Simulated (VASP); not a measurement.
**SiC: single point with PBE**

The system is SiC.

```
Si C
1.0
     4.34800    0.00000    0.00000
     0.00000    2.17400   -2.17400
     0.00000    6.69878    6.69878
Si C
6 6
Direct
  0.00000 0.00000 0.89246
  0.50000 0.50000 0.08112
  0.00000 0.00000 0.24339
  0.50000 0.50000 0.40565
  0.00000 0.00000 0.56792
  0.50000 0.50000 0.73019
  0.75000 0.00000 0.40565
  0.25000 0.50000 0.56792
  0.75000 0.00000 0.73019
  0.25000 0.50000 0.89246
  0.75000 0.00000 0.08112
  0.25000 0.50000 0.24339
```

```
Program             : VASP 6.6.1
Task                : single point
Functional          : PBE
Potentials or basis : VASP PAW PBE potentials, release 64 (Si, C)
Cutoff              : 520 eV
k mesh              : 6 × 9 × 3
Occupations         : gaussian, width 0.05 eV
Spin                : no spin polarisation
```

| Quantity | Value |
| --- | --- |
| Pressure | 0.3 GPa |
| Largest force | 1.572 eV/Å |
| Band gap on the k mesh | 1.23 eV |

Forces in eV/Å, atoms in the order of the input:
```
Si  -0.159  1.100  1.100
Si  -0.159 -1.100 -1.100
Si  -0.001 -0.247 -0.247
Si   0.071 -0.020 -0.020
Si   0.071  0.020  0.020
Si  -0.001  0.247  0.247
C   -0.037  0.036  0.036
C   -0.037 -0.036 -0.036
C   -0.154  0.141  0.141
C    0.280  1.093  1.093
C    0.280 -1.093 -1.093
C   -0.154 -0.141 -0.141
```

Stress tensor (GPa, compression positive):
```
 2.54  0.00  0.00
 0.00 -0.78 -5.52
 0.00 -5.52 -0.78
```

Levels at points of the mesh, in eV from the valence-band top:
```tsv
k point	band 21	band 22	band 23	band 24	band 25	band 26	band 27	band 28
(0.00, 0.00, 0.00)	-0.39	-0.09	-0.01	0.00	1.23	3.72	3.79	4.25
(0.50, 0.00, 0.00)	-1.16	-1.16	-1.02	-1.02	3.86	3.86	5.60	5.60
```

Wall time 110 s on 1 thread of AMD EPYC 9R45 96-Core Processor (Zen 5) (shared host), peak memory 0.26 GiB.

Caveat: forces of over 1 eV/Å act on the atoms, so gaps and moduli don't describe the material at rest. A k mesh can miss the band edges.
